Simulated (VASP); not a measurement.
Set up this calculation in VASP 6.6.1, as the native input.

- Task: single point
- Functional: revPBE
- Potentials or basis: VASP PAW PBE potentials, release 64 (Zn, O)
- Cutoff: 520 eV
- k mesh: 7 × 7 × 4
- Occupations: fermi-dirac, width 0.05 eV
- Spin: no spin polarisation
- Dipole correction: no
- Further INCAR settings: ALGO = Normal; EDIFF = 1e-06; NBANDS = 26

The structure of ZnO (zincite) lies in POSCAR:

```
ZnO
1.0
    3.3077555184      0.0000000000      0.0000000000
   -1.6538777592      2.8646003084      0.0000000000
    0.0000000000      0.0000000000      5.3353770704
Zn O
2 2
Direct
    0.6666666667      0.3333333333     -0.0001522048
    0.3333333333      0.6666666667      0.4998477952
    0.3333333333      0.6666666667      0.8791622048
    0.6666666667      0.3333333333      0.3791622048
```

One way to write it, as run:

INCAR

```
ALGO = Normal
EDIFF = 1E-6
ENCUT = 520
GGA = RE
ISIF = 2
ISMEAR = -1
LASPH = T
LCHARG = F
LREAL = F
LWAVE = F
NBANDS = 26
NELM = 100
PREC = Accurate
SIGMA = 0.05
```

KPOINTS

```
k-points
0
Gamma
  7 7 4
```

Potentials or basis: VASP PAW PBE potentials, release 64 (Zn, O).

Command:

```console
$ cat potpaw_PBE.64/Zn/POTCAR potpaw_PBE.64/O/POTCAR > POTCAR
$ mpirun -np 1 vasp_std > vasp.out
```

It gave:

```yaml
Pressure: 0.9 GPa
Band_gap_on_the_k_mesh: 0.76 eV, direct
```

Caveat: the PAW data sets were made with another functional, which shifts forces and pressure a little.

Run time: 43 s on 1 thread of AMD EPYC 7R43 64-Core Processor (Zen 3), on a shared host, peak memory 0.14 GiB.
